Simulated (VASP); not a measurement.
# TiC (rocksalt type) (Fm-3m) in VASP: further runs, part 3 of 3

VASP 6.6.1. Earlier steps stand in the parts before.

### 4 Single point, LDA (volume scaled by 0.8)

Contents of INCAR:

```
SYSTEM = TiC
PREC = Accurate ; ENCUT = 520
EDIFF = 1E-6 ; ISMEAR = -1
SIGMA = 0.08 ; LREAL = .FALSE.
LASPH = .TRUE. ; NELM = 100
ALGO = Normal ; ISIF = 2
LWAVE = .FALSE. ; LCHARG = .FALSE.
NBANDS = 15
```

Contents of KPOINTS:

```
Automatic mesh
0
G
  17 17 17
  0 0 0
```

Contents of POSCAR:

```
TiC
1.0
    0.0000000000      1.9777340585      1.9777340585
    1.9777340585      0.0000000000      1.9777340585
    1.9777340585      1.9777340585      0.0000000000
Ti C
1 1
Direct
    0.0000000000      0.0000000000      0.0000000000
    0.5000000000      0.5000000000      0.5000000000
```

Potentials or basis: VASP PAW LDA potentials, release 64 (Ti_sv, C).

The run is started by

```bash
> cat potpaw_LDA.64/Ti_sv/POTCAR potpaw_LDA.64/C/POTCAR > POTCAR
> mpirun -np 1 vasp_std > vasp.out
```

OUTCAR:

```text
SYSTEM = TiC
   PREC = Accurate
   ENCUT = 520
   EDIFF = 1E-6
   ISMEAR = -1
   LREAL = .FALSE.
   LASPH = .TRUE.
   NELM = 100
   ISIF = 2

 ion  position               nearest neighbor table
   1  0.000  0.000  0.000-   2 1.98   2 1.98   2 1.98   2 1.98   2 1.98   2 1.98
   2  0.500  0.500  0.500-   1 1.98   1 1.98   1 1.98   1 1.98   1 1.98   1 1.98

  LATTYP: Found a face centered cubic cell.
 ALAT       =     3.9554681170

  Lattice vectors:

 A1 = (   0.0000000000,   1.9777340585,   1.9777340585)
 A2 = (   1.9777340585,   0.0000000000,   1.9777340585)
 A3 = (   1.9777340585,   1.9777340585,   0.0000000000)

Analysis of symmetry for initial positions (statically):
=====================================================================
 Subroutine PRICEL returns:
 Original cell was already a primitive cell.

 Routine SETGRP: Setting up the symmetry group for a
 face centered cubic supercell.

 Subroutine GETGRP returns: Found 48 space group operations
 (whereof 48 operations were pure point group operations)
 out of a pool of 48 trial point group operations.

The static configuration has the point symmetry O_h .

Analysis of symmetry for dynamics (positions and initial velocities):
=====================================================================
 Subroutine PRICEL returns:
 Original cell was already a primitive cell.

 Routine SETGRP: Setting up the symmetry group for a
 face centered cubic supercell.

 Subroutine GETGRP returns: Found 48 space group operations
 (whereof 48 operations were pure point group operations)
 out of a pool of 48 trial point group operations.

The dynamic configuration has the point symmetry O_h .

 Subroutine INISYM returns: Found 48 space group operations
 (whereof 48 operations are pure point group operations),
 and found     1 'primitive' translations

----------------------------------------------------------------------------------------

                                     Primitive cell

  volume of cell :      15.4715

  direct lattice vectors                    reciprocal lattice vectors
     0.000000000  1.977734059  1.977734059    -0.252814577  0.252814577  0.252814577
     1.977734059  0.000000000  1.977734059     0.252814577 -0.252814577  0.252814577
     1.977734059  1.977734059  0.000000000     0.252814577  0.252814577 -0.252814577

  length of vectors
     2.796938328  2.796938328  2.796938328     0.437887693  0.437887693  0.437887693

  position of ions in fractional coordinates (direct lattice)
     0.000000000  0.000000000  0.000000000
     0.500000000  0.500000000  0.500000000

  ion indices of the primitive-cell ions
   primitive index   ion index
                 1           1
                 2           2

----------------------------------------------------------------------------------------

 KPOINTS: Automatic mesh

Automatic generation of k-mesh.
 Grid dimensions read from file:
 generate k-points for:   17   17   17

 Generating k-lattice:

  Cartesian coordinates                     Fractional coordinates (reciprocal lattice)
    -0.014871446  0.014871446  0.014871446     0.058823529  0.000000000  0.000000000
     0.014871446 -0.014871446  0.014871446     0.000000000  0.058823529  0.000000000
     0.014871446  0.014871446 -0.014871446     0.000000000  0.000000000  0.058823529

  Length of vectors
     0.025758100  0.025758100  0.025758100

  Shift w.r.t. Gamma in fractional coordinates (k-lattice)
     0.000000000  0.000000000  0.000000000

 Subroutine IBZKPT returns following result:
 ===========================================

 Found    165 irreducible k-points:

 Following reciprocal coordinates:
            Coordinates               Weight
  0.000000  0.000000  0.000000      1.000000
  0.058824  0.000000  0.000000      8.000000
  0.117647  0.000000  0.000000      8.000000
  0.176471  0.000000  0.000000      8.000000
  0.235294  0.000000  0.000000      8.000000
  0.294118  0.000000  0.000000      8.000000
[... 16 lines left out ...]
 -0.176471  0.058824  0.000000     24.000000
 -0.117647  0.058824  0.000000     24.000000
 [... further k-points ...]
   k-points           NKPTS =    165   k-points in BZ     NKDIM =    165   number of bands    NBANDS=     15
   number of dos      NEDOS =    301   number of ions     NIONS =      2
   total plane-waves  NPLWV =  13824
   dimension x,y,z NGX =    24 NGY =   24 NGZ =   24
   dimension x,y,z NGXF=    48 NGYF=   48 NGZF=   48
   ions per type =               1   1
   NGX,Y,Z   is equivalent  to a cutoff of  14.27, 14.27, 14.27 a.u.
   NGXF,Y,Z  is equivalent  to a cutoff of  28.53, 28.53, 28.53 a.u.
 SYSTEM =  TiC
   PREC   = accura    normal or accurate (medium, high low for compatibility)
   ISTART =      0    job   : 0-new  1-cont  2-samecut
   ICHARG =      2    charge: 1-file 2-atom 10-const
   ISPIN  =      1    spin polarized calculation?
   LNONCOLLINEAR =      F non collinear calculations
   LSORBIT =      F    spin-orbit coupling
   LASPH  =      T    aspherical Exc in radial PAW
   ENCUT  =  520.0 eV  38.22 Ry    6.18 a.u.   5.20  5.20  5.20*2*pi/ulx,y,z
   NELM   =    100;   NELMIN=  2; NELMDL= -5     # of ELM steps
   EDIFF  = 0.1E-05   stopping-criterion for ELM
   LREAL  =      F    real-space projection
   EDIFFG = 0.1E-04   stopping-criterion for IOM
   NSW    =      0    number of steps for IOM
   IBRION =     -1    ionic relax: 0-MD 1-quasi-New 2-CG
   NFREE  =      0    steps in history (QN), initial steepest desc. (CG)
   ISIF   =      2    stress and relaxation
   ISYM   =      2    0-nonsym 1-usesym 2-fastsym
   POTIM  = 0.5000    time-step for ionic-motion
   TEBEG  =    0.0;   TEEND  =   0.0 temperature during run
   PSTRESS=    0.0 pullay stress
   NELECT =      16.0000    total number of electrons
   NUPDOWN=      -1.0000    fix difference up-down
   EMIN   =  10.00;   EMAX   =-10.00  energy-range for DOS
   EFERMI =   0.00;   METHOD = LEGACY
   ISMEAR =    -1;   SIGMA  =   0.08  broadening in eV -4-tet -1-fermi 0-gaus
   EFERMI_NEDOS =   21; number of points for ismear=-14 and -15
   IALGO  =     38    algorithm
   IMIX   =      4    mixing-type and parameters
     AMIX     =   0.40;   BMIX     =  1.00
     AMIX_MAG =   1.60;   BMIX_MAG =  1.00
  volume/ion in A,a.u.               =       7.74        52.20
  Fermi-wavevector in a.u.,A,eV,Ry     =   1.655530  3.128497 37.290549  2.740778
  Thomas-Fermi vector in A             =   2.743610
   LORBIT       =      0    0 simple, 1 ext, 2 COOP (PROOUT), +10 PAW based schemes
   GGA     = CA    functional components
   LHFCALC =     F    Hartree Fock is set to
   AEXX    =    0.0000 exact exchange contribution
   IVDW    =     0    specifies the selected vdW correction
   LEPSILON=     F    determine dielectric tensor
   LRPA    =     F    only Hartree local field effects (RPA)
 non-spin polarized calculation
  energy-cutoff  :      520.00
  volume of cell :       15.47
 maximum number of plane-waves:       431
 NGX is ok and might be reduce to    24
   NGX = 11   NGY = 11   NGZ = 11

 number of electron      15.9999999 magnetization

 Free energy of the ion-electron system (eV)
  ---------------------------------------------------
  ext. energy  EPLUGINS =         0.00000000
  ---------------------------------------------------
  free energy    TOTEN  =       -19.54069775 eV

  energy without entropy =      -19.53534083  energy(sigma->0) =      -19.53801929

 E-fermi :  12.8258     XC(G=0): -14.4331

 val. band max:       12.7860849911   @ k =  -0.0588   0.0588   0.0000
 cond. band min:      12.8328629573   @ k =   0.2353   0.1765   0.0000
 fundamental gap:      0.0467779662
 Fermi energy:        12.8258285254

 k-point     1 :       0.0000    0.0000    0.0000
  band No.  band energies     occupation
      1     -42.3830      2.00000
      2     -18.5015      2.00000
      3     -18.5015      2.00000
      4     -18.5015      2.00000
      5      -0.5463      2.00000
      6      13.4548      0.00077
      7      13.4548      0.00077
      8      13.4548      0.00077
      9      14.8626      0.00000
     10      14.8626      0.00000
     11      14.8626      0.00000
     12      15.1096      0.00000
     13      15.1096      0.00000
     14      27.9084      0.00000
     15      27.9225      0.00000
[... 397 lines left out ...]
 k-point    24 :      -0.1176    0.0588    0.0000
  band No.  band energies     occupation
      1     -42.3332      2.00000
      2     -18.7712      2.00000
      3     -18.5609      2.00000
      4     -18.5077      2.00000
      5       0.1455      2.00000
      6      11.5264      2.00000
      7      11.8014      1.99999
      8      11.9978      1.99994
      9      13.8584      0.00000
     10      14.6918      0.00000
     11      16.0090      0.00000
     12      17.5143      0.00000
     13      18.8497      0.00000
     14      28.3195      0.00000
     15      28.8057      0.00000

 [... further k-points ...]
[... 5 lines left out ...]
  --------------------------------------------------------------------------------------
  -------------------------------------------------------------------------------------
  Total        9.4872530      9.4872530      9.4872530      0.0000000      0.0000000     -0.0000000
  in kB      982.4656868    982.4656868    982.4656868      0.0000000      0.0000000     -0.0000000
  external PRESSURE =     982.4656868 kB  Pullay stress =       0.0000000 kB

 VOLUME and BASIS-vectors are now :
 -----------------------------------------------------------------------------
  energy-cutoff  :      520.00
  volume of cell :       15.47
      direct lattice vectors                 reciprocal lattice vectors
     0.000000000  1.977734059  1.977734059    -0.252814577  0.252814577  0.252814577
     1.977734059  0.000000000  1.977734059     0.252814577 -0.252814577  0.252814577
     1.977734059  1.977734059  0.000000000     0.252814577  0.252814577 -0.252814577

 POSITION                                       TOTAL-FORCE (eV/Angst)
 -----------------------------------------------------------------------------------
      0.00000      0.00000      0.00000        -0.000000     -0.000000      0.000000
      1.97773      1.97773      1.97773         0.000000      0.000000     -0.000000
 -----------------------------------------------------------------------------------
    total drift:                                0.000000     -0.000000     -0.000000

  FREE ENERGIE OF THE ION-ELECTRON SYSTEM (eV)
  ---------------------------------------------------
  free  energy   TOTEN  =       -19.5406977457 eV

  energy  without entropy=      -19.5353408333  energy(sigma->0) =      -19.53801929
```

Wall time 29 s (1 thread of Intel Xeon 6975P-C, shared host); peak memory 0.16 GiB.

What came out:

| Property | Result |
| --- | --- |
| Free energy | -19.5407 eV |
| Pressure | 98.2 GPa |
| Band gap on the k mesh | zero (band 8 reaches 13.45 eV, above the bottom of band 9 at 12.35 eV) |

Levels at points of the mesh, in eV from the Fermi level:
```csv
k point,band 5,band 6,band 7,band 8,band 9,band 10,band 11,band 12
"(0.00, 0.00, 0.00)",-13.37,0.63,0.63,0.63,2.04,2.04,2.04,2.28
```

### 5 Single point, LDA (volume scaled by 0.8)

Contents of INCAR:

```
PREC = Accurate ; ENCUT = 520
EDIFF = 1E-6 ; ISMEAR = -1
SIGMA = 0.08 ; LREAL = False
LASPH = True ; NELM = 60
ALGO = Normal ; ISIF = 2
LWAVE = False ; LCHARG = True
GGA = CA ; LELF = True
LVHAR = True ; NBANDS = 15
```

Contents of KPOINTS:

```
regular mesh
0
Gamma
  17 17 17
```

POSCAR is that of step 4.

Potentials or basis: VASP PAW LDA potentials, release 64 (Ti_sv, C).

The run is started by

```bash
> cat potpaw_LDA.64/Ti_sv/POTCAR potpaw_LDA.64/C/POTCAR > POTCAR
> mpirun -np 1 vasp_std > vasp.out
```

OUTCAR:

```text
PREC = Accurate
   ENCUT = 520
   EDIFF = 1E-6
   ISMEAR = -1
   LREAL = False
   LASPH = True
   NELM = 60
   ISIF = 2
   GGA = CA

 ion  position               nearest neighbor table
   1  0.000  0.000  0.000-   2 1.98   2 1.98   2 1.98   2 1.98   2 1.98   2 1.98
   2  0.500  0.500  0.500-   1 1.98   1 1.98   1 1.98   1 1.98   1 1.98   1 1.98

  LATTYP: Found a face centered cubic cell.
 ALAT       =     3.9554681170

  Lattice vectors:

 A1 = (   0.0000000000,   1.9777340585,   1.9777340585)
 A2 = (   1.9777340585,   0.0000000000,   1.9777340585)
[... 609 lines left out ...]
     11      16.0090      0.00000
     12      17.5143      0.00000
     13      18.8497      0.00000
     14      28.3195      0.00000
     15      28.8057      0.00000

 [... further k-points ...]
[... 5 lines left out ...]
  --------------------------------------------------------------------------------------
  -------------------------------------------------------------------------------------
  Total        9.4872530      9.4872530      9.4872530      0.0000000      0.0000000     -0.0000000
  in kB      982.4656868    982.4656868    982.4656868      0.0000000      0.0000000     -0.0000000
  external PRESSURE =     982.4656868 kB  Pullay stress =       0.0000000 kB

 VOLUME and BASIS-vectors are now :
 -----------------------------------------------------------------------------
  energy-cutoff  :      520.00
  volume of cell :       15.47
      direct lattice vectors                 reciprocal lattice vectors
     0.000000000  1.977734059  1.977734059    -0.252814577  0.252814577  0.252814577
     1.977734059  0.000000000  1.977734059     0.252814577 -0.252814577  0.252814577
     1.977734059  1.977734059  0.000000000     0.252814577  0.252814577 -0.252814577

 POSITION                                       TOTAL-FORCE (eV/Angst)
 -----------------------------------------------------------------------------------
      0.00000      0.00000      0.00000        -0.000000     -0.000000      0.000000
      1.97773      1.97773      1.97773         0.000000      0.000000     -0.000000
 -----------------------------------------------------------------------------------
    total drift:                                0.000000     -0.000000     -0.000000

  FREE ENERGIE OF THE ION-ELECTRON SYSTEM (eV)
  ---------------------------------------------------
  free  energy   TOTEN  =       -19.5406977457 eV

  energy  without entropy=      -19.5353408333  energy(sigma->0) =      -19.53801929
```

It took 32 s on 1 thread of Intel Xeon 6975P-C, shared host; peak memory 0.16 GiB.

Results:

* Free energy: -19.5407 eV
* Pressure: 98.2 GPa
* Band gap on the k mesh: zero (band 8 reaches 13.45 eV, above the bottom of band 9 at 12.35 eV)

### 6 The runs side by side

| cell | gap on the mesh (eV) | pressure (GPa) |
| --- | --- | --- |
| a = 2.596 Å, angles 60.0°, 2 atoms | none | 297.6 |
| a = 2.700 Å, angles 60.0°, 2 atoms | none | 176.2 |
| a = 2.797 Å, angles 60.0°, 2 atoms | none | 98.2 |

Alike in all rows: task single point; level LDA; potentials or basis VASP PAW LDA potentials, release 64 (Ti_sv, C); no spin polarisation; k mesh 17 × 17 × 17; cutoff (eV) 520; smearing fermi-dirac 0.08 eV.

Total energies depend on the potentials used, so only differences within one code and one set of settings carry meaning.
